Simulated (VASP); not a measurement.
# Be: single point with PBE

Be:

```xyz
8
Lattice="4.3360 0.0000 0.0000 0.0000 3.7550 0.0000 0.0000 0.0000 3.4160" Properties=species:S:1:pos:R:3 pbc="T T T"
Be    1.7629    2.5451    2.6921
Be    0.3550    1.0912    2.6161
Be    0.7229    3.0714    0.8126
Be    1.4374    0.7948    0.7664
Be    4.0252    2.5154    2.6798
Be    2.4921    0.9257    2.6689
Be    2.8992    3.2051    0.7263
Be    3.6494    0.8714    0.7017
```

```
Program             : VASP 6.6.1
Task                : single point
Functional          : PBE
Potentials or basis : VASP PAW PBE potentials, release 64 (Be)
Cutoff              : 520 eV
k mesh              : 2 × 2 × 2
Occupations         : methfessel-paxton, width 0.05 eV
Spin                : no spin polarisation
```

```yaml
Pressure: 48.2 GPa
Largest_force: 6.974 eV/Å
Band_gap_on_the_k_mesh: zero (bands 8 and 9 overlap by 0.43 eV)
```

Forces on the atoms (eV/Å):
```
Be  -1.780  1.615 -1.535
Be   3.346 -5.282 -3.089
Be  -2.621 -3.584  2.099
Be   2.252  4.780  2.333
Be  -3.296  4.246 -1.093
Be   2.201 -3.285 -3.121
Be  -2.794 -3.631  1.712
Be   2.692  5.140  2.693
```

Stress tensor (GPa, compression positive):
```
21.08  2.73 -2.63
 2.73 92.16  7.07
-2.63  7.07 31.28
```

Levels at points of the mesh, in eV from the Fermi level:
| k point | band 6 | band 7 | band 8 | band 9 | band 10 | band 11 |
| --- | --- | --- | --- | --- | --- | --- |
| (0.00, 0.00, 0.00) | -1.66 | -0.57 | -0.55 | 1.56 | 2.95 | 3.19 |
| (0.50, 0.00, 0.00) | -2.49 | -1.18 | -0.81 | 0.45 | 0.56 | 2.65 |
| (0.00, 0.50, 0.00) | -3.79 | -2.50 | -1.61 | 1.68 | 2.62 | 4.78 |
| (0.50, 0.50, 0.00) | -0.67 | -0.07 | 0.39 | 0.91 | 1.03 | 1.22 |
| (0.00, 0.00, 0.50) | -2.87 | -2.73 | -2.14 | 0.23 | 0.76 | 2.61 |
| (0.50, 0.00, 0.50) | -2.03 | -0.99 | -0.58 | -0.04 | 0.30 | 0.58 |
| (0.00, 0.50, 0.50) | -4.26 | -3.65 | -3.60 | 1.99 | 2.04 | 2.52 |
| (0.50, 0.50, 0.50) | -5.88 | -5.53 | -5.31 | 4.87 | 5.29 | 5.62 |

Wall time 4.9 s on 1 thread of Intel(R) Xeon(R) Platinum 8488C (Sapphire Rapids), on a shared host, peak memory 0.15 GiB.

Caveat: the k points lie up to 0.92 Å⁻¹ apart; forces of over 1 eV/Å act on the atoms, so gaps and moduli don't describe the material at rest.
